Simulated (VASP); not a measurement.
# Cu in VASP: further runs

The runs below take Cu through single point, with PBE.

Everything below comes from runs of VASP 6.6.1. Logs are shortened: lines on timing, memory, paths and dates and some standing lists are left out, and cuts for length are marked.

## Step 1: The cell of the first run

The cell holds a slab with vacuum, 13 atoms: a = 5.105 Å, b = 5.105 Å, c = 15.168 Å, α = 90.00°, β = 90.00°, γ = 60.00°.

## Step 2: Single point, PBE

INCAR

```
SYSTEM = Cu
ALGO = Normal
EDIFF = 1E-6
ENCUT = 520
GGA = PE
ISIF = 2
ISMEAR = 0
LASPH = .True.
LCHARG = .False.
LREAL = .False.
LWAVE = .False.
NBANDS = 84
NELM = 80
PREC = Accurate
SIGMA = 0.05
```

KPOINTS

```
k-points
0
Gamma
  4 4 1
  0 0 0
```

POSCAR

```
Cu
1.0
    5.1053110000      0.0000000000      0.0000000000
    2.5526550000      4.4213290000      0.0000000000
    0.0000000000      0.0000000000     15.1684690000
Cu
13
Direct
    0.1666667508      0.1666666290      0.0659262316
    0.6666666529      0.1666666290      0.0659262316
    0.1666665963      0.6666667421      0.0659262316
    0.6666666943      0.6666667421      0.0659262316
   -0.1622819947      0.3374349658      0.2008367489
    0.3357622360      0.3366829295      0.2045654706
   -0.1630440032      0.8355008189      0.2045621084
    0.3389788142      0.8386804058      0.2020137959
    0.0199091363      0.0016569678      0.3355519928
    0.5139111725      0.0134145186      0.3467174571
    0.0046774389      0.5041798518      0.3462313830
    0.5021438867      0.5194334102      0.3355492239
    0.7247995186      0.2243440830      0.4610640006
```

Potentials or basis: VASP PAW PBE potentials, release 64 (Cu).

Launch:

```bash
$ cat potpaw_PBE.64/Cu/POTCAR > POTCAR
$ mpirun -np 1 vasp_std > vasp.out
```

OUTCAR:

```text
SYSTEM = Cu
   EDIFF = 1E-6
   ENCUT = 520
   GGA = PE
   ISIF = 2
   ISMEAR = 0
   LASPH = .True.
   LREAL = .False.
   NELM = 80
   PREC = Accurate

 ion  position               nearest neighbor table
   1  0.167  0.167  0.066-   5 2.51   8 2.52   2 2.55   3 2.55   4 2.55   3 2.55   2 2.55   4 2.55
                             6 2.58
   2  0.667  0.167  0.066-   5 2.54   4 2.55   1 2.55   3 2.55   1 2.55   4 2.55   3 2.55   6 2.56
                             7 2.56
   3  0.167  0.667  0.066-   4 2.55   2 2.55   1 2.55   1 2.55   4 2.55   2 2.55   7 2.56   6 2.56
                             8 2.56
   4  0.667  0.667  0.066-   5 2.51   8 2.52   2 2.55   3 2.55   1 2.55   3 2.55   1 2.55   2 2.55
                             7 2.58
   5  0.838  0.337  0.201-   1 2.51   4 2.51  12 2.53   9 2.53   6 2.54   7 2.54   2 2.54   8 2.55
                             8 2.55   7 2.57   6 2.57  11 2.65
   6  0.336  0.337  0.205-  12 2.52   8 2.53   5 2.54   7 2.55   7 2.56   3 2.56   2 2.56   5 2.57
                             8 2.57   1 2.58  10 2.59  11 2.60
   7  0.837  0.836  0.205-   9 2.52   8 2.53   5 2.54   6 2.55   6 2.56   3 2.56   2 2.56   5 2.57
                             8 2.57   4 2.58  10 2.59  11 2.60
   8  0.339  0.839  0.202-   9 2.47  12 2.47   4 2.52   1 2.52   7 2.53   6 2.53   5 2.55   5 2.55
                             3 2.56   6 2.57   7 2.57  10 2.68
   9  0.020  0.002  0.336-  13 2.34  12 2.46   8 2.47   7 2.52   5 2.53  11 2.53  10 2.56  10 2.56
                            11 2.58  12 2.64
  10  0.514  0.013  0.347-  13 2.55  11 2.55  11 2.55  12 2.56   9 2.56   9 2.56  12 2.56   7 2.59
                             6 2.59   8 2.68
  11  0.005  0.504  0.346-   9 2.53  12 2.53  10 2.55  10 2.55   9 2.58  12 2.58   6 2.60   7 2.60
                             5 2.65
  12  0.502  0.519  0.336-  13 2.34   9 2.46   8 2.47   6 2.52   5 2.53  11 2.53  10 2.56  10 2.56
                            11 2.58   9 2.64
  13  0.725  0.224  0.461-  12 2.34   9 2.34  10 2.55

  LATTYP: Found a hexagonal cell.
 ALAT       =     5.1053107325
 C/A-ratio  =     2.9711157253

  Lattice vectors:

 A1 = (  -2.5526550000,  -4.4213290000,   0.0000000000)
 A2 = (   5.1053110000,   0.0000000000,   0.0000000000)
 A3 = (   0.0000000000,   0.0000000000,  15.1684690000)

Analysis of symmetry for initial positions (statically):
=====================================================================
 Subroutine PRICEL returns:
 Original cell was already a primitive cell.

 Routine SETGRP: Setting up the symmetry group for a
 hexagonal supercell.

 Subroutine GETGRP returns: Found  1 space group operations
 (whereof  1 operations were pure point group operations)
 out of a pool of 24 trial point group operations.
[... 139 lines left out ...]
   IALGO  =     38    algorithm
   IMIX   =      4    mixing-type and parameters
     AMIX     =   0.40;   BMIX     =  1.00
     AMIX_MAG =   1.60;   BMIX_MAG =  1.00
  volume/ion in A,a.u.               =      26.34       177.73
  Fermi-wavevector in a.u.,A,eV,Ry     =   1.223718  2.312491 20.374521  1.497485
  Thomas-Fermi vector in A             =   2.358818
   LORBIT       =      0    0 simple, 1 ext, 2 COOP (PROOUT), +10 PAW based schemes
   GGA     = PE    functional components
   LHFCALC =     F    Hartree Fock is set to
   AEXX    =    0.0000 exact exchange contribution
   IVDW    =     0    specifies the selected vdW correction
   LEPSILON=     F    determine dielectric tensor
   LRPA    =     F    only Hartree local field effects (RPA)
 non-spin polarized calculation
 Gauss-broadening in eV      SIGMA  =   0.05
  energy-cutoff  :      520.00
  volume of cell :      342.39
 maximum number of plane-waves:      9249
 NGX is ok and might be reduce to    40
   NGX = 19   NGY = 19   NGZ = 57

 number of electron     143.0000011 magnetization

 Free energy of the ion-electron system (eV)
  ---------------------------------------------------
  ext. energy  EPLUGINS =         0.00000000
  ---------------------------------------------------
  free energy    TOTEN  =       -43.74061468 eV

  energy without entropy =      -43.71079500  energy(sigma->0) =      -43.72570484

 E-fermi :   1.1052     XC(G=0):  -6.9928

 val. band max:        1.1031015717   @ k =   0.0000   0.5000   0.0000
 cond. band min:       1.1235071014   @ k =   0.5000   0.5000   0.0000
 fundamental gap:      0.0204055296
 Fermi energy:         1.1051537934

 k-point     1 :       0.0000    0.0000    0.0000
  band No.  band energies     occupation
      1      -7.5491      2.00000
      2      -5.7431      2.00000
      3      -4.1815      2.00000
      4      -3.6391      2.00000
      5      -3.6132      2.00000
      6      -3.6089      2.00000
[... 849 lines left out ...]
     82       6.1649      0.00000
     83       6.3795      0.00000
 [bands above 83 left out]

------------------------ aborting loop because EDIFF is reached ----------------------------------------

  FORCE on cell =-STRESS in cart. coord.  units (eV):
  Direction    XX          YY          ZZ          XY          YZ          ZX
  --------------------------------------------------------------------------------------
  -------------------------------------------------------------------------------------
  Total       -2.0592560     -1.4713368      0.1684819     -0.5129323     -0.1664452     -0.3046509
  in kB       -9.6361628     -6.8850310      0.7884006     -2.4002354     -0.7788703     -1.4255952
  external PRESSURE =      -5.2442644 kB  Pullay stress =       0.0000000 kB

 VOLUME and BASIS-vectors are now :
 -----------------------------------------------------------------------------
  energy-cutoff  :      520.00
  volume of cell :      342.39
      direct lattice vectors                 reciprocal lattice vectors
     5.105311000  0.000000000  0.000000000     0.195874453 -0.113088147  0.000000000
     2.552655000  4.421329000  0.000000000     0.000000000  0.226176337  0.000000000
     0.000000000  0.000000000 15.168469000     0.000000000  0.000000000  0.065926232

 POSITION                                       TOTAL-FORCE (eV/Angst)
 -----------------------------------------------------------------------------------
      1.27633      0.73689      1.00000         0.023742      0.058035     -0.092228
      3.82898      0.73689      1.00000        -0.015736     -0.009710      0.100213
      2.55265      2.94755      1.00000        -0.024896     -0.014937     -0.001096
      5.10531      2.94755      1.00000         0.062817     -0.009636     -0.092387
      5.13817      1.49191      3.04639        -0.000143      0.000043      0.002028
      2.57361      1.48859      3.10294         0.003513      0.001194     -0.000015
      6.40567      3.69402      3.10289         0.002544      0.002630      0.000100
      3.87145      3.70808      3.06424        -0.000918     -0.000139     -0.002229
      0.10587      0.00733      5.08981         0.004000     -0.001498      0.004754
      2.65792      0.05931      5.25917        -0.001953     -0.000682      0.012329
      1.31088      2.22914      5.25180         0.001953      0.001574      0.024712
      3.88954      2.29659      5.08977         0.000177      0.004946      0.004658
      4.27300      0.99190      6.99364        -0.055099     -0.031819      0.039161
 -----------------------------------------------------------------------------------
    total drift:                                0.000343      0.000433     -0.001397

  FREE ENERGIE OF THE ION-ELECTRON SYSTEM (eV)
  ---------------------------------------------------
  free  energy   TOTEN  =       -43.7406146762 eV

  energy  without entropy=      -43.7107949993  energy(sigma->0) =      -43.72570484
```

stdout:

```text
POSCAR found type information on POSCAR Cu
 POSCAR found :  1 types and      13 ions
 scaLAPACK will be used
 LDA part: xc-table for (Slater+PW92), standard interpolation
 POSCAR, INCAR and KPOINTS ok, starting setup
 FFT: planning ... GRIDC
 FFT: planning ... GRID_SOFT
 FFT: planning ... GRID
 WAVECAR not read
 entering main loop
```

Wall time 17 min (1 thread of Oxide Virtual Turin-like, shared host); peak memory 0.51 GiB.

Results:

| Item | Value |
| --- | --- |
| Free energy | -43.7406 eV |
| Largest force | 0.112 eV/Å |
| Band gap on the k mesh | zero (an odd number of electrons rules out a gap without spin polarisation) |

Forces on the atoms (eV/Å):
```
Cu   0.024  0.058 -0.092
Cu  -0.016 -0.010  0.100
Cu  -0.025 -0.015 -0.001
Cu   0.063 -0.010 -0.092
Cu   0.000  0.000  0.002
Cu   0.004  0.001  0.000
Cu   0.003  0.003  0.000
Cu  -0.001  0.000 -0.002
Cu   0.004 -0.001  0.005
Cu  -0.002 -0.001  0.012
Cu   0.002  0.002  0.025
Cu   0.000  0.005  0.005
Cu  -0.055 -0.032  0.039
```

Caveat: there is no dipole correction, which matters where the two faces differ.

## Step 3: Single point, PBE

INCAR

```
PREC     = Accurate       # precision mode
ENCUT    = 520            # plane-wave cutoff, eV
EDIFF    = 1E-7           # SCF threshold, eV
ISMEAR   = 0              # smearing method
SIGMA    = 0.05           # smearing width, eV
LREAL    = False          # projectors in reciprocal space
LASPH    = True           # aspherical terms in the spheres
NELM     = 80             # most SCF steps
ALGO     = Normal         # electronic algorithm
ISIF     = 2              # what is computed and relaxed
LWAVE    = False          # write WAVECAR
LCHARG   = False          # write CHGCAR
GGA      = PE             # functional
NBANDS   = 84             # bands
```

KPOINTS

```
Automatic mesh
0
Gamma
  4 4 1
```

POSCAR

```
Cu
1.0
    5.1053110000      0.0000000000      0.0000000000
    2.5526550000      4.4213290000      0.0000000000
    0.0000000000      0.0000000000     15.1684690000
Cu
13
Direct
    0.1666667508      0.1666666290      0.0659262316
    0.6666666529      0.1666666290      0.0659262316
    0.1666665963      0.6666667421      0.0659262316
    0.6666666943      0.6666667421      0.0659262316
   -0.1665468170      0.3333683153      0.2003822535
    0.3314980783      0.3322247677      0.2048963544
   -0.1676943545      0.8314217286      0.2049154071
    0.3348637468      0.8347729834      0.2024591935
    0.0095383612     -0.0085508226      0.3357249173
    0.5057593703      0.0055648426      0.3486154074
   -0.0037016946      0.4960965357      0.3454389497
    0.4916244740      0.5093450408      0.3357134461
    0.7871865595      0.2869693705      0.4612982365
```

Potentials or basis: VASP PAW PBE potentials, release 64 (Cu).

Launch:

```bash
$ cat potpaw_PBE.64/Cu/POTCAR > POTCAR
$ mpirun -np 1 vasp_std > vasp.out
```

Run time: 19 min. Hardware: 1 thread of Oxide Virtual Turin-like, shared host; peak memory 0.52 GiB.

The run converged. Its results:

```
Free energy            : -43.7506 eV
Largest force          : 0.095 eV/Å
Band gap on the k mesh : zero (an odd number of electrons rules out a gap without spin polarisation)
```

Forces in eV/Å, atoms in the order of the input:
```
Cu   0.003  0.036 -0.058
Cu  -0.022 -0.013  0.043
Cu  -0.022 -0.012 -0.017
Cu   0.033 -0.015 -0.058
Cu  -0.006 -0.004 -0.001
Cu  -0.005 -0.002  0.003
Cu  -0.004 -0.004  0.001
Cu  -0.005 -0.003  0.000
Cu  -0.013 -0.011  0.004
Cu  -0.010 -0.006  0.028
Cu  -0.009 -0.005  0.013
Cu  -0.016 -0.005  0.005
Cu   0.075  0.044  0.037
```

Levels at points of the mesh, in eV from the Fermi level:
| k point | band 68 | band 69 | band 70 | band 71 | band 72 | band 73 | band 74 | band 75 | band 76 | band 77 |
| --- | --- | --- | --- | --- | --- | --- | --- | --- | --- | --- |
| (0.00, 0.00, 0.00) | -1.33 | -0.75 | 0.06 | 0.07 | 0.08 | 1.10 | 1.12 | 1.19 | 1.53 | 1.54 |
| (0.50, 0.00, 0.00) | -1.41 | -1.38 | -0.46 | -0.04 | -0.01 | 0.06 | 0.99 | 1.05 | 1.54 | 2.29 |
| (0.50, 0.50, 0.00) | -1.41 | -1.36 | -0.51 | -0.01 | 0.01 | 0.05 | 1.00 | 1.05 | 1.56 | 2.23 |
| (0.00, 0.50, 0.00) | -1.41 | -1.38 | -0.46 | -0.04 | -0.01 | 0.06 | 0.99 | 1.05 | 1.54 | 2.29 |

Caveat: there is no dipole correction, which matters where the two faces differ.

The gap in the log of VASP goes by the Fermi energy; the results here count the filled bands.